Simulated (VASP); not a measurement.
**Ag3As2: single point with LDA**

Ag3As2:

```
CELL_PARAMETERS angstrom
0.00000 3.55416 0.00000
6.34570 -1.77708 0.00000
0.77193 0.00000 -8.71806
ATOMIC_POSITIONS crystal
As 0.61290 0.22580 0.55960
As 0.38710 0.77420 0.44040
As 0.20100 0.40200 0.85920
As 0.79900 0.59800 0.14080
Ag 0.02890 0.05780 0.71160
Ag 0.97110 0.94220 0.28840
Ag 0.77800 0.55600 0.65940
Ag 0.22200 0.44400 0.34060
Ag 0.37470 0.74940 0.96370
Ag 0.62530 0.25060 0.03630
```

| Quantity | Value |
| --- | --- |
| Program | VASP 6.6.1 |
| Task | single point |
| Functional | LDA |
| Potentials or basis | VASP PAW LDA potentials, release 64 (As, Ag) |
| Cutoff | 520 eV |
| k mesh | 7 × 7 × 3 |
| Occupations | fermi-dirac, width 0.0434 eV |
| Spin | no spin polarisation |

- Pressure: 4.4 GPa
- Largest force: 2.321 eV/Å
- Band gap on the k mesh: zero (bands 43 and 44 overlap by 1.37 eV)

Forces in eV/Å, atoms in the order of the input:
```
As  -0.897  0.000  1.874
As   0.897  0.000 -1.874
As  -0.401  0.000  0.704
As   0.401  0.000 -0.704
Ag  -1.551  0.000 -1.367
Ag   1.551  0.000  1.367
Ag   2.299  0.000 -0.323
Ag  -2.299  0.000  0.323
Ag   1.783  0.000  0.898
Ag  -1.783  0.000 -0.898
```

Stress tensor (GPa, compression positive):
```
 6.98  0.00 -1.23
 0.00  3.96  0.00
-1.23  0.00  2.38
```

Levels at points of the mesh, in eV from the Fermi level:
```csv
k point,band 40,band 41,band 42,band 43,band 44,band 45,band 46,band 47
"(0.00, 0.00, 0.00)",-1.67,-0.89,0.33,0.43,1.15,1.32,1.86,1.88
```

Wall time 4.2 min on 1 thread of Intel(R) Xeon(R) 6975P-C (Granite Rapids), on a shared host, peak memory 0.47 GiB.

Caveat: the cell stands under pressure; forces of over 1 eV/Å act on the atoms, so gaps and moduli don't describe the material at rest.
